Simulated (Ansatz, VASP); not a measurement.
# Rh: VASP beside Ansatz

The input INCAR:

```
SYSTEM = Rh
ALGO = Normal ; EDIFF = 1E-7
EDIFFG = -0.01 ; ENCUT = 600
GGA = PE ; IBRION = 2
ISIF = 3 ; ISMEAR = 0
LASPH = .TRUE. ; LCHARG = .FALSE.
LREAL = .FALSE. ; LWAVE = .FALSE.
NELM = 60 ; NSW = 80
PREC = Accurate ; SIGMA = 0.05
```

The input KPOINTS:

```
k-points
0
G
  18 18 10
  0 0 0
```

POSCAR

```
Rh
1.0
    2.6868192162      0.0000000000      0.0000000000
   -1.3434096081      2.3268536966      0.0000000000
    0.0000000000      0.0000000000      4.3884713865
Rh
2
Direct
    0.3333333333      0.6666666667      0.7500000000
    0.6666666667      0.3333333333      0.2500000000
```

Input for Ansatz:

```yaml
crystal:
  lattice:
    - [2.6868192162, 0.0, 0.0]
    - [-1.3434096081, 2.3268536966, 0.0]
    - [0.0, 0.0, 4.3884713865]
  atoms:
    - { symbol: Rh, position: [0.3333333333, 0.6666666667, 0.75] }
    - { symbol: Rh, position: [0.6666666667, 0.3333333333, 0.25] }
basis:
  ecutwfc: 420
  ecutrho_ratio: 4
kpoints:
  mp_grid: { grid: [18, 18, 10] }
hamiltonian:
  xc: pbe
scf:
  occupations: { method: gaussian, width: 0.05 }
output:
  forces: true
  stress: true
  eigenvalues: true
relax:
  f_tol: 0.01
  max_steps: 60
  cell: { stress_tol: 0.15 }
```

Alike in both runs: task relaxation of cell and atoms; functional PBE; k mesh 18 × 18 × 10; occupations gaussian, width 0.05 eV; no spin polarisation.

```csv
,VASP,Ansatz
version,VASP 6.6.1,Ansatz 0.2.0
potentials or method,"VASP PAW PBE potentials, release 64 (Rh_pv), cutoff 600 eV","scalar-relativistic, plane waves, PAW"
valence electrons in the cell,30,34
```

VASP gave:

```
relaxed volume (Å³/atom)                                     : 14.09
relaxed cell length with the largest relative difference (Å) : 2.725
```

Question: Which values does Ansatz return?

Answer: Relaxed volume (Å³/atom): 14.09; relaxed cell length with the largest relative difference (Å): 2.726.

VASP's potentials hold 30 valence electrons a cell and Ansatz's 34, so a difference there can come from the potentials and not from the codes.
